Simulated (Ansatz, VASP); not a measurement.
Two plane-wave programs on Zn4HO4

```
Zn O H
1.0
     5.60988    0.00000    0.00000
     0.00000    5.60988    0.00000
     0.00000    0.00000    3.27903
Zn O H
4 4 1
Direct
  0.18163 0.18163 0.50000
  0.81837 0.81837 0.50000
  0.68163 0.31837 0.00000
  0.31837 0.68163 0.00000
  0.81847 0.18153 0.50000
  0.18153 0.81847 0.50000
  0.68153 0.68153 0.00000
  0.31847 0.31847 0.00000
  0.99992 0.44337 0.50000
```

Alike in both runs: task single point; functional PBE; k mesh 4 × 4 × 8; occupations gaussian, width 0.05 eV; no spin polarisation.

|  | VASP | Ansatz |
| --- | --- | --- |
| version | VASP 6.6.1 | Ansatz 0.2.0 |
| potentials or method | VASP PAW PBE potentials, release 64 (Zn, O, H), cutoff 520 eV | scalar-relativistic, plane waves, PAW |
| valence electrons in the cell | 73 | 73 |

VASP gave:

```
gap on the k mesh at the Fermi level (eV)                     : none
pressure (GPa)                                                : 3.8
traceless stress, the component that is largest in VASP (GPa) : -2.06
rms of the force components (eV/Å)                            : 0.304
```

Problem. Which values does Ansatz return?

Solution. gap on the k mesh at the Fermi level (eV): none; pressure (GPa): 2.9; traceless stress, the component that is largest in VASP (GPa): -2.01; rms of the force components (eV/Å): 0.302.

Atom by atom the forces differ by 0.004 eV/Å (rms over components). A gap of «none» marks a metal or a gap that the smearing closes.
